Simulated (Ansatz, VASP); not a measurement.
# One calculation of ZnS, two programs

```xyz
2
Lattice="0.0000 2.7216 2.7216 2.7216 0.0000 2.7216 2.7216 2.7216 0.0000" Properties=species:S:1:pos:R:3 pbc="T T T"
Zn    0.0000    0.0000    0.0000
S     3.6581    3.6581    4.3823
```

Alike in both runs: task single point; functional PBE; k mesh 8 × 8 × 8; occupations gaussian, width 0.05 eV; no spin polarisation.

|  | VASP | Ansatz |
| --- | --- | --- |
| version | VASP 6.6.1 | Ansatz 0.2.0 |
| potentials or method | VASP PAW PBE potentials, release 64 (Zn, S), cutoff 520 eV | scalar-relativistic, plane waves, PAW |
| valence electrons in the cell | 18 | 18 |

```tsv
	VASP	Ansatz	Ansatz less VASP
gap on the k mesh at the Fermi level (eV)	1.77	1.75	-0.029
least direct gap on the mesh (eV)	1.77	1.75	-0.029
rms of the force components (eV/Å)	10.422	10.196	-0.2251
```

Atom by atom the forces differ by 0.225 eV/Å (rms over components).
